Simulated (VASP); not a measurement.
Here is a VASP 6.6.1 calculation.

The input INCAR:

```
  PREC = Accurate
  ENCUT = 520
  EDIFF = 1E-6
  ISMEAR = 0
  SIGMA = 0.15
  LREAL = False
  LASPH = True
  NELM = 60
  ALGO = Fast
  ISIF = 2
  LWAVE = False
  LCHARG = False
  GGA = PE
  NBANDS = 13
```

The input KPOINTS:

```
Automatic mesh
0
Gamma
  22 22 22
```

POSCAR

```
Mo
1.0
   -0.9275175886      1.6173450105      1.6173450105
    1.6173450105     -0.9275175886      1.6173450105
    1.6173450105      1.6173450105     -0.9275175886
Mo
1
Direct
    0.0000000000      0.0000000000      0.0000000000
```

Potentials or basis: VASP PAW PBE potentials, release 64 (Mo_sv).

Command:

```console
$ cat potpaw_PBE.64/Mo_sv/POTCAR > POTCAR
$ mpirun -np 1 vasp_std > vasp.out
```

**Question.** What does it give for the band gap on the k mesh?

**Answer.** Zero (band 7 reaches 14.91 eV, above the bottom of band 8 at 11.88 eV).

**Question.** What does it give for the pressure?

**Answer.** 42.7 GPa.

Stress tensor (GPa, compression positive):
```
42.66 -8.86 -8.86
-8.86 42.66 -8.86
-8.86 -8.86 42.66
```
